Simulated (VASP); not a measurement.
Set up this calculation in VASP 6.6.1, as the native input.

* Task: electric field gradients
* Functional: PBEsol
* Potentials or basis: VASP PAW PBE potentials, release 64 (Tl_d)
* Cutoff: 520 eV
* k mesh: 8 × 8 × 8
* Occupations: fermi-dirac, width 0.05 eV
* Spin: no spin polarisation
* Dipole correction: no
* Further INCAR settings: ALGO = Normal; EDIFF = 1e-08; NBANDS = 20

The structure of Tl lies in POSCAR:

```
Tl
1.0
    0.0000000000      3.4017220227      3.4017220227
    3.4017220227      0.0000000000      3.4017220227
    3.4017220227      3.4017220227      0.0000000000
Tl
2
Direct
   -0.1250000000     -0.1250000000     -0.1250000000
    0.1250000000      0.1250000000      0.1250000000
```

These files were run (other wordings do the same):

INCAR

```
PREC     = Accurate       # precision mode
ENCUT    = 520            # plane-wave cutoff, eV
EDIFF    = 1E-8           # SCF threshold, eV
ISMEAR   = -1             # smearing method
SIGMA    = 0.05           # smearing width, eV
LREAL    = False          # projectors in reciprocal space
LASPH    = True           # aspherical terms in the spheres
NELM     = 60             # most SCF steps
ALGO     = Normal         # electronic algorithm
ISIF     = 2              # what is computed and relaxed
LWAVE    = False          # write WAVECAR
LCHARG   = False          # write CHGCAR
GGA      = PS             # functional
LEFG     = True         
NBANDS   = 20             # bands
```

KPOINTS

```
regular mesh
0
Gamma
  8 8 8
```

Potentials or basis: VASP PAW PBE potentials, release 64 (Tl_d).

Command:

```bash
$ cat potpaw_PBE.64/Tl_d/POTCAR > POTCAR
$ mpirun -np 1 vasp_std > vasp.out
```

Results of the run:

```json
{"Pressure": "0.7 GPa", "Band gap on the k mesh": "zero (band 13 reaches 5.96 eV, above the bottom of band 14 at 2.39 eV)"}
```

Caveat: without QUAD_EFG the Cq values of the log hold for a quadrupole moment of 1 mb, not for the nuclei; the PAW data sets were made with another functional, which shifts forces and pressure a little; spin-orbit coupling is left out, which moves the levels of the heavy elements.

It took 16 s on 1 thread of Intel(R) Xeon(R) 6975P-C (Granite Rapids), with other jobs on the host, peak memory 0.2 GiB.
